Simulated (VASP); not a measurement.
**ZrB2: single point with LDA**

ZrB2:

```
Zr B
1.0
     3.03860    0.00000    0.00000
    -1.51930    2.63150    0.00000
     0.00000    0.00000    3.37260
Zr B
1 2
Direct
  0.00000 0.00000 0.00000
  0.33333 0.66667 0.50000
  0.66667 0.33333 0.50000
```

| Quantity | Value |
| --- | --- |
| Program | VASP 6.6.1 |
| Task | single point |
| Functional | LDA |
| Potentials or basis | VASP PAW LDA potentials, release 64 (Zr_sv, B) |
| Cutoff | 520 eV |
| k mesh | 15 × 15 × 12 |
| Occupations | gaussian, width 0.15 eV |
| Spin | no spin polarisation |
| Dipole correction | no |
| Further INCAR settings | ALGO = Normal; EDIFF = 1e-06; NBANDS = 16 |

- Pressure: 30.5 GPa
- Band gap on the k mesh: zero (bands 9 and 10 overlap by 1.13 eV)

Stress tensor (GPa, compression positive):
```
30.52  0.00  0.00
 0.00 30.52  0.00
 0.00  0.00 30.41
```

Levels at points of the mesh, in eV from the Fermi level:
| k point | band 5 | band 6 | band 7 | band 8 | band 9 | band 10 | band 11 | band 12 | band 13 | band 14 |
| --- | --- | --- | --- | --- | --- | --- | --- | --- | --- | --- |
| (0.00, 0.00, 0.00) | -13.10 | -2.90 | -2.90 | -2.87 | -2.12 | 4.03 | 4.03 | 4.90 | 4.90 | 5.70 |
| (0.00, 0.00, 0.50) | -10.43 | -7.20 | -1.00 | -1.00 | 0.35 | 0.35 | 0.89 | 0.89 | 2.23 | 5.36 |

Wall time 83 s on 1 thread of Intel Xeon 8259CL (shared host), peak memory 0.19 GiB.

Caveat: the cell stands under pressure.
